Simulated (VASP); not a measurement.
Input of a VASP 6.6.1 run:

Contents of INCAR:

```
PREC = Accurate
ENCUT = 520
EDIFF = 1E-6
ISMEAR = -1
SIGMA = 0.1
LREAL = F
LASPH = T
NELM = 100
ALGO = Normal
ISIF = 2
LWAVE = F
LCHARG = F
GGA = PE
NBANDS = 15
```

File KPOINTS:

```
Automatic mesh
0
Gamma
  11 11 8
```

POSCAR

```
HfB2
1.0
    3.2215946835      0.0000000000      0.0000000000
   -1.6107973418      2.7899830748      0.0000000000
    0.0000000000      0.0000000000      3.5704297767
Hf B
1 2
Direct
    0.0000000000      0.0000000000      0.0000000000
    0.3333333333      0.6666666667      0.5000000000
    0.6666666667      0.3333333333      0.5000000000
```

Potentials or basis: VASP PAW PBE potentials, release 64 (Hf_pv, B).

Run with:

```console
$ cat potpaw_PBE.64/Hf_pv/POTCAR potpaw_PBE.64/B/POTCAR > POTCAR
$ mpirun -np 1 vasp_std > vasp.out
```

(1) Predict the band gap on the k mesh.

(2) What does it give for the pressure?

## Answers

(1) zero (band 8 reaches 7.62 eV, above the bottom of band 9 at 6.62 eV).

(2) -16.1 GPa.

Caveat: spin-orbit coupling is left out, which moves the levels of the heavy elements.
